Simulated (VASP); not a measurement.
# SiC (C222_1) in VASP: single point with PBE

Aim: the single point of SiC with PBE.

All numbers are computed with VASP 6.6.1; they aren't measurements. Logs are shortened: lines on timing, memory, paths and dates and some standing lists are left out, and cuts for length are marked.

## 1. The cell of the first run

Symmetry: C222_1, No. 20, orthorhombic system. The conventional cell has a = 4.380 Å, b = 4.380 Å, c = 4.380 Å, α = 90.00°, β = 90.00°, γ = 90.00°. Si (site symmetry 2) has 4 C at 1.89 to 1.90 Å within 2.5 Å. Within 2.5 Å of C (site symmetry 2) lie 4 Si at 1.89 to 1.90 Å.

## 2. Single point, PBE (atoms displaced along a vibrational mode)

INCAR

```
  PREC = Accurate
  ENCUT = 520
  EDIFF = 1E-6
  ISMEAR = 0
  SIGMA = 0.05
  LREAL = False
  LASPH = True
  NELM = 60
  ALGO = Normal
  ISIF = 2
  LWAVE = False
  LCHARG = True
  GGA = PE
  LELF = True
  LVHAR = True
  NBANDS = 16
```

KPOINTS

```
Automatic mesh
0
Gamma
  10 10 6
```

POSCAR

```
SiC
1.0
    0.0000000000     -2.1898640950     -2.1898640950
    0.0000000000      2.1898640950     -2.1898640950
    4.3797281900      0.0000000000      0.0000000000
Si C
2 2
Direct
    0.5085621752      0.4914378248      0.5000000000
   -0.0085621752      0.0085621752      0.0000000000
    1.0056285787      0.5056285787      0.2500000000
    0.4943714213     -0.0056285787      0.7500000000
```

Potentials or basis: VASP PAW PBE potentials, release 64 (Si, C).

Run with:

```bash
> cat potpaw_PBE.64/Si/POTCAR potpaw_PBE.64/C/POTCAR > POTCAR
> mpirun -np 1 vasp_std > vasp.out
```

OUTCAR:

```text
PREC = Accurate
   ENCUT = 520
   EDIFF = 1E-6
   ISMEAR = 0
   LREAL = False
   LASPH = True
   NELM = 60
   ISIF = 2
   GGA = PE

 ion  position               nearest neighbor table
   1  0.509  0.491  0.500-   3 1.89   4 1.89   4 1.90   3 1.90   2 3.04   2 3.04   2 3.10   2 3.10
                             2 3.10   2 3.10
   2  0.991  0.009  0.000-   3 1.89   4 1.89   4 1.90   3 1.90   1 3.04   1 3.04   1 3.10   1 3.10
                             1 3.10   1 3.10
   3  0.006  0.506  0.250-   1 1.89   2 1.89   1 1.90   2 1.90
   4  0.494  0.994  0.750-   1 1.89   2 1.89   1 1.90   2 1.90

  LATTYP: Found a simple tetragonal cell.
 ALAT       =     3.0969355029
 C/A-ratio  =     1.4142135624

  Lattice vectors:

 A1 = (   0.0000000000,  -2.1898640950,  -2.1898640950)
 A2 = (   0.0000000000,   2.1898640950,  -2.1898640950)
 A3 = (   4.3797281900,   0.0000000000,   0.0000000000)

Analysis of symmetry for initial positions (statically):
=====================================================================
 Subroutine PRICEL returns:
 Original cell was already a primitive cell.

 Routine SETGRP: Setting up the symmetry group for a
 simple tetragonal supercell.

 Subroutine GETGRP returns: Found  4 space group operations
 (whereof  2 operations were pure point group operations)
 out of a pool of 16 trial point group operations.

The static configuration has the point symmetry C_2 .
 The point group associated with its full space group is D_2 .

Analysis of symmetry for dynamics (positions and initial velocities):
=====================================================================
 Subroutine PRICEL returns:
 Original cell was already a primitive cell.

 Routine SETGRP: Setting up the symmetry group for a
 simple tetragonal supercell.

 Subroutine GETGRP returns: Found  4 space group operations
 (whereof  2 operations were pure point group operations)
 out of a pool of 16 trial point group operations.

The dynamic configuration has the point symmetry C_2 .
 The point group associated with its full space group is D_2 .

 Subroutine INISYM returns: Found  4 space group operations
 (whereof  2 operations are pure point group operations),
 and found     1 'primitive' translations

----------------------------------------------------------------------------------------

                                     Primitive cell

  volume of cell :      42.0060

  direct lattice vectors                    reciprocal lattice vectors
     0.000000000 -2.189864095 -2.189864095     0.000000000 -0.228324671 -0.228324671
     0.000000000  2.189864095 -2.189864095     0.000000000  0.228324671 -0.228324671
     4.379728190  0.000000000  0.000000000     0.228324671  0.000000000  0.000000000

  length of vectors
     3.096935503  3.096935503  4.379728190     0.322899847  0.322899847  0.228324671

  position of ions in fractional coordinates (direct lattice)
     0.508562175  0.491437825  0.500000000
     0.991437825  0.008562175  0.000000000
     0.005628579  0.505628579  0.250000000
     0.494371421  0.994371421  0.750000000

  ion indices of the primitive-cell ions
   primitive index   ion index
                 1           1
                 2           2
                 3           3
                 4           4

----------------------------------------------------------------------------------------

 KPOINTS: Automatic mesh

Automatic generation of k-mesh.
 Grid dimensions read from file:
 generate k-points for:   10   10    6

 Generating k-lattice:

  Cartesian coordinates                     Fractional coordinates (reciprocal lattice)
     0.000000000 -0.022832467 -0.022832467     0.100000000  0.000000000  0.000000000
     0.000000000  0.022832467 -0.022832467     0.000000000  0.100000000  0.000000000
     0.038054112  0.000000000  0.000000000     0.000000000  0.000000000  0.166666667

  Length of vectors
     0.032289985  0.032289985  0.038054112

  Shift w.r.t. Gamma in fractional coordinates (k-lattice)
     0.000000000  0.000000000  0.000000000

 Subroutine IBZKPT returns following result:
 ===========================================

 Found    124 irreducible k-points:

 Following reciprocal coordinates:
            Coordinates               Weight
  0.000000  0.000000  0.000000      1.000000
  0.100000  0.000000  0.000000      4.000000
  0.200000  0.000000  0.000000      4.000000
  0.300000  0.000000  0.000000      4.000000
  0.400000  0.000000  0.000000      4.000000
  0.500000  0.000000  0.000000      2.000000
[... 16 lines left out ...]
  0.300000  0.300000  0.000000      2.000000
 -0.300000  0.300000  0.000000      2.000000
 [... further k-points ...]
   k-points           NKPTS =    124   k-points in BZ     NKDIM =    124   number of bands    NBANDS=     16
   number of dos      NEDOS =    301   number of ions     NIONS =      4
   total plane-waves  NPLWV =  20736
   dimension x,y,z NGX =    24 NGY =   24 NGZ =   36
   dimension x,y,z NGXF=    48 NGYF=   48 NGZF=   72
   ions per type =               2   2
   NGX,Y,Z   is equivalent  to a cutoff of  12.88, 12.88, 13.66 a.u.
   NGXF,Y,Z  is equivalent  to a cutoff of  25.77, 25.77, 27.33 a.u.
 SYSTEM =  unknown system
   PREC   = accura    normal or accurate (medium, high low for compatibility)
   ISTART =      0    job   : 0-new  1-cont  2-samecut
   ICHARG =      2    charge: 1-file 2-atom 10-const
   ISPIN  =      1    spin polarized calculation?
   LNONCOLLINEAR =      F non collinear calculations
   LSORBIT =      F    spin-orbit coupling
   LASPH  =      T    aspherical Exc in radial PAW
   ENCUT  =  520.0 eV  38.22 Ry    6.18 a.u.   5.76  5.76  8.14*2*pi/ulx,y,z
   NELM   =     60;   NELMIN=  2; NELMDL= -5     # of ELM steps
   EDIFF  = 0.1E-05   stopping-criterion for ELM
   LREAL  =      F    real-space projection
   EDIFFG = 0.1E-04   stopping-criterion for IOM
   NSW    =      0    number of steps for IOM
   IBRION =     -1    ionic relax: 0-MD 1-quasi-New 2-CG
   NFREE  =      0    steps in history (QN), initial steepest desc. (CG)
   ISIF   =      2    stress and relaxation
   ISYM   =      2    0-nonsym 1-usesym 2-fastsym
   POTIM  = 0.5000    time-step for ionic-motion
   TEBEG  =    0.0;   TEEND  =   0.0 temperature during run
   PSTRESS=    0.0 pullay stress
   NELECT =      16.0000    total number of electrons
   NUPDOWN=      -1.0000    fix difference up-down
   EMIN   =  10.00;   EMAX   =-10.00  energy-range for DOS
   EFERMI =   0.00;   METHOD = LEGACY
   ISMEAR =     0;   SIGMA  =   0.05  broadening in eV -4-tet -1-fermi 0-gaus
   EFERMI_NEDOS =   21; number of points for ismear=-14 and -15
   IALGO  =     38    algorithm
   IMIX   =      4    mixing-type and parameters
     AMIX     =   0.40;   BMIX     =  1.00
     AMIX_MAG =   1.60;   BMIX_MAG =  1.00
  volume/ion in A,a.u.               =      10.50        70.87
  Fermi-wavevector in a.u.,A,eV,Ry     =   1.186709  2.242555 19.160797  1.408279
  Thomas-Fermi vector in A             =   2.322876
   LORBIT       =      0    0 simple, 1 ext, 2 COOP (PROOUT), +10 PAW based schemes
   GGA     = PE    functional components
   LHFCALC =     F    Hartree Fock is set to
   AEXX    =    0.0000 exact exchange contribution
   IVDW    =     0    specifies the selected vdW correction
   LEPSILON=     F    determine dielectric tensor
   LRPA    =     F    only Hartree local field effects (RPA)
 non-spin polarized calculation
 Gauss-broadening in eV      SIGMA  =   0.05
  energy-cutoff  :      520.00
  volume of cell :       42.01
 maximum number of plane-waves:      1176
   NGX = 11   NGY = 11   NGZ = 17

 number of electron      16.0000001 magnetization

 Free energy of the ion-electron system (eV)
  ---------------------------------------------------
  ext. energy  EPLUGINS =         0.00000000
  ---------------------------------------------------
  free energy    TOTEN  =       -30.09948667 eV

  energy without entropy =      -30.09948667  energy(sigma->0) =      -30.09948667

 E-fermi :   8.1442     XC(G=0): -11.2924

 val. band max:        7.9446028187   @ k =   0.0000   0.0000   0.0000
 cond. band min:       9.3030440987   @ k =   0.5000   0.5000   0.0000
 fundamental gap:      1.3584412800
 Fermi energy:         8.1442391217

 k-point     1 :       0.0000    0.0000    0.0000
  band No.  band energies     occupation
      1      -7.3465      2.00000
      2      -2.3998      2.00000
      3       0.1945      2.00000
      4       4.7868      2.00000
      5       4.7922      2.00000
      6       7.9374      2.00000
[... 8 lines left out ...]
     15      21.6486      0.00000
     16      21.7970      0.00000

 k-point     2 :       0.1000    0.0000    0.0000
  band No.  band energies     occupation
      1      -7.2176      2.00000
      2      -2.3650      2.00000
      3       0.2950      2.00000
      4       4.0743      2.00000
      5       4.8864      2.00000
      6       7.3277      2.00000
[... 8 lines left out ...]
     15      21.0893      0.00000
     16      21.4121      0.00000

 k-point     3 :       0.2000    0.0000    0.0000
  band No.  band energies     occupation
      1      -6.8344      2.00000
      2      -2.3376      2.00000
      3       0.5575      2.00000
      4       2.8810      2.00000
      5       5.1694      2.00000
      6       5.9957      2.00000
[... 8 lines left out ...]
     15      19.9139      0.00000
     16      20.3393      0.00000

 k-point     4 :       0.3000    0.0000    0.0000
  band No.  band energies     occupation
      1      -6.2083      2.00000
      2      -2.5848      2.00000
      3       0.8427      2.00000
      4       2.3267      2.00000
      5       4.5252      2.00000
      6       5.6145      2.00000
[... 8 lines left out ...]
     15      18.9928      0.00000
     16      19.3123      0.00000

 k-point     5 :       0.4000    0.0000    0.0000
  band No.  band energies     occupation
      1      -5.3653      2.00000
      2      -3.3363      2.00000
      3       1.2399      2.00000
      4       2.7431      2.00000
      5       3.1659      2.00000
      6       4.7551      2.00000
[... 8 lines left out ...]
     15      17.8529      0.00000
     16      18.6104      0.00000

 k-point     6 :       0.5000    0.0000    0.0000
  band No.  band energies     occupation
      1      -4.3898      2.00000
      2      -4.3337      2.00000
      3       2.0057      2.00000
      4       2.0614      2.00000
      5       3.6373      2.00000
      6       3.6590      2.00000
[... 8 lines left out ...]
     15      17.5264      0.00000
     16      17.8013      0.00000
[... 267 lines left out ...]
 k-point    21 :      -0.2000    0.4000    0.0000
  band No.  band energies     occupation
      1      -4.8796      2.00000
      2      -2.9405      2.00000
      3       1.2277      2.00000
      4       3.0384      2.00000
      5       3.1618      2.00000
      6       4.5198      2.00000
[... 8 lines left out ...]
     15      19.1184      0.00000
     16      20.1501      0.00000

 k-point    22 :       0.5000    0.2000    0.0000
  band No.  band energies     occupation
      1      -3.9293      2.00000
      2      -3.8775      2.00000
      3       1.9400      2.00000
      4       1.9783      2.00000
      5       3.9719      2.00000
      6       3.9887      2.00000
[... 8 lines left out ...]
     15      19.9140      0.00000
     16      19.9793      0.00000

 k-point    23 :       0.3000    0.3000    0.0000
  band No.  band energies     occupation
      1      -5.1018      2.00000
      2      -2.1996      2.00000
      3       0.8382      2.00000
      4       3.2099      2.00000
      5       3.4199      2.00000
      6       3.5904      2.00000
[... 8 lines left out ...]
     15      19.3359      0.00000
     16      19.3661      0.00000

 k-point    24 :      -0.3000    0.3000    0.0000
  band No.  band energies     occupation
      1      -5.1019      2.00000
      2      -2.1988      2.00000
      3       0.8361      2.00000
      4       3.2063      2.00000
      5       3.4260      2.00000
      6       3.5911      2.00000
[... 8 lines left out ...]
     15      19.3308      0.00000
     16      19.3400      0.00000

 [... further k-points ...]
[... 5 lines left out ...]
  --------------------------------------------------------------------------------------
  -------------------------------------------------------------------------------------
  Total        0.0022622     -0.0427430     -0.0247453      0.0000000      0.0000000      0.0000000
  in kB        0.0862845     -1.6302881     -0.9438273      0.0000000      0.0000000      0.0000000
  external PRESSURE =      -0.8292770 kB  Pullay stress =       0.0000000 kB

 VOLUME and BASIS-vectors are now :
 -----------------------------------------------------------------------------
  energy-cutoff  :      520.00
  volume of cell :       42.01
      direct lattice vectors                 reciprocal lattice vectors
     0.000000000 -2.189864095 -2.189864095     0.000000000 -0.228324671 -0.228324671
     0.000000000  2.189864095 -2.189864095     0.000000000  0.228324671 -0.228324671
     4.379728190  0.000000000  0.000000000     0.228324671  0.000000000  0.000000000

 POSITION                                       TOTAL-FORCE (eV/Angst)
 -----------------------------------------------------------------------------------
      2.18986     -0.03750     -2.18986         0.000000      0.502856      0.000000
      0.00000     -2.15236     -2.18986         0.000000     -0.502856      0.000000
      1.09493      1.09493     -1.11958         0.000000      0.000000      0.142437
      3.28480      1.09493     -3.26014         0.000000      0.000000     -0.142437
 -----------------------------------------------------------------------------------
    total drift:                               -0.000000     -0.000000     -0.000000

  FREE ENERGIE OF THE ION-ELECTRON SYSTEM (eV)
  ---------------------------------------------------
  free  energy   TOTEN  =       -30.0994866700 eV

  energy  without entropy=      -30.0994866699  energy(sigma->0) =      -30.09948667
```

Wall time 66 s (1 thread of Intel Xeon 6455B, shared host); peak memory 0.2 GiB.

Results:

* Free energy: -30.0995 eV
* Pressure: -0.1 GPa
* Largest force: 0.503 eV/Å
* Band gap on the k mesh: 1.36 eV

Forces in eV/Å, atoms in the order of the input:
```
Si   0.000  0.503  0.000
Si   0.000 -0.503  0.000
C    0.000  0.000  0.142
C    0.000  0.000 -0.142
```

Stress tensor (GPa, compression positive):
```
 0.01  0.00  0.00
 0.00 -0.16  0.00
 0.00  0.00 -0.09
```

Levels at points of the mesh, in eV from the valence-band top:
```csv
k point,band 6,band 7,band 8,band 9,band 10,band 11
"(0.00, 0.00, 0.00)",-0.01,0.00,0.00,1.36,4.27,6.03
"(0.50, 0.00, 0.00)",-4.29,-1.18,-1.17,5.37,5.57,8.45
"(0.50, 0.50, 0.00)",-3.16,-3.16,-3.15,1.36,1.36,4.26
"(0.00, 0.00, 0.50)",-1.91,-1.91,-1.91,4.00,4.00,6.25
"(0.50, 0.00, 0.50)",-1.05,-1.04,-1.04,5.28,5.28,7.14
"(0.50, 0.50, 0.50)",-4.92,-4.63,-4.63,5.17,5.17,9.24
```

Caveat: the cell differs from its parent crystal (atoms displaced along a vibrational mode). A k mesh can miss the band edges.
